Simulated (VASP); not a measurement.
Here is a VASP 6.6.1 calculation.

File INCAR:

```
SYSTEM = Cu
PREC = Accurate ; ENCUT = 520
EDIFF = 1E-7 ; ISMEAR = 0
SIGMA = 0.15 ; LREAL = .False.
LASPH = .True. ; NELM = 80
ALGO = Fast ; ISIF = 2
LWAVE = .False. ; LCHARG = .False.
GGA = PS ; NBANDS = 12
```

The input KPOINTS:

```
Automatic mesh
0
Gamma
  24 24 24
  0 0 0
```

POSCAR

```
Cu
1.0
   -1.4860771196      1.4860771196      1.3347990065
    1.4860771196     -1.4860771196      1.3347990065
    1.4860771196      1.4860771196     -1.3347990065
Cu
1
Direct
    0.0000000000      0.0000000000      0.0000000000
```

Potentials or basis: VASP PAW PBE potentials, release 64 (Cu).

The run is started by

```console
$ cat potpaw_PBE.64/Cu/POTCAR > POTCAR
$ mpirun -np 1 vasp_std > vasp.out
```

Problem. Estimate the pressure.

Solution. -4.6 GPa.

Stress tensor (GPa, compression positive):
```
-4.95  0.00  0.00
 0.00 -4.95  0.00
 0.00  0.00 -3.97
```

Caveat: the cell differs from its parent crystal (strain +0.030 along x and y, -0.030 along z); the PAW data sets were made with another functional, which shifts forces and pressure a little.
